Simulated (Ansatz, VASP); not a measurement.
## In2BiP in VASP and in Ansatz

```
CELL_PARAMETERS angstrom
4.45895 0.00000 0.00000
0.00000 4.45895 0.00000
0.00000 0.00000 6.36747
ATOMIC_POSITIONS crystal
P 0.00000 0.00000 0.00000
In 0.00000 0.50000 0.78142
In 0.50000 0.00000 0.21858
Bi 0.50000 0.50000 0.50000
```

Alike in both runs: task single point; functional PBE; k mesh 6 × 6 × 4; occupations fermi-dirac, width 0.02 eV; no spin polarisation.

|  | VASP | Ansatz |
| --- | --- | --- |
| version | VASP 6.6.1 | Ansatz 0.2.0 |
| potentials or method | VASP PAW PBE potentials, release 64 (P, In_d, Bi_d) | plane waves, PAW |
| plane-wave cutoff (eV) | 520 | 420 |
| valence electrons in the cell | 46 | 46 |

Ansatz gave:

```
pressure (GPa)                     : 1.6
rms of the force components (eV/Å) : 0.028
```

Question: Estimate VASP's values.

Answer: Pressure (GPa): 1.5; rms of the force components (eV/Å): 0.027.

Neither program's run includes spin-orbit coupling.
